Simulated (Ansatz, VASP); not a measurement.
## Two plane-wave programs on Sr

Contents of INCAR:

```
  ALGO = Fast
  EDIFF = 1E-6
  ENCUT = 520
  GGA = CA
  ISIF = 2
  ISMEAR = 0
  LASPH = T
  LCHARG = T
  LELF = T
  LREAL = F
  LVHAR = T
  LWAVE = F
  NBANDS = 11
  NELM = 100
  PREC = Accurate
  SIGMA = 0.15
```

File KPOINTS:

```
k-points
0
Gamma
  14 14 14
```

File POSCAR:

```
Sr
1.0
   -2.3886250000      2.3886250000      2.4977500000
    2.3886250000     -2.3886250000      2.4977500000
    2.3886250000      2.3886250000     -2.4977500000
Sr
1
Direct
    0.0000000000      0.0000000000      0.0000000000
```

Input for Ansatz:

```yaml
crystal:
  lattice:
    - [-2.388625, 2.388625, 2.49775]
    - [2.388625, -2.388625, 2.49775]
    - [2.388625, 2.388625, -2.49775]
  atoms:
    - { symbol: Sr, position: [0.0, 0.0, 0.0] }
basis:
  ecutwfc: 420
kpoints:
  mp_grid: { grid: [14, 14, 14] }
hamiltonian:
  xc: lda
scf:
  occupations: { method: gaussian, width: 0.15 }
output:
  forces: true
  stress: true
  eigenvalues: true
```

Change from the starting cell: strain -0.015 along x and y, +0.030 along z, atoms carried along.

Alike in both runs: task single point; functional LDA; k mesh 14 × 14 × 14; occupations gaussian, width 0.15 eV; no spin polarisation.

```csv
,VASP,Ansatz
version,VASP 6.6.1,Ansatz 0.2.0
potentials or method,"VASP PAW LDA potentials, release 64 (Sr_sv), cutoff 520 eV","scalar-relativistic, plane waves, PAW"
valence electrons in the cell,10,10
```

```csv
,VASP,Ansatz,Ansatz less VASP
gap on the k mesh at the Fermi level (eV),none,none,-
pressure (GPa),-1.8,-1.8,+0.01
```

LDA's correlation is that of Perdew and Zunger in VASP and of Perdew and Wang (1992) in Ansatz. A gap of «none» marks a metal or a gap that the smearing closes.
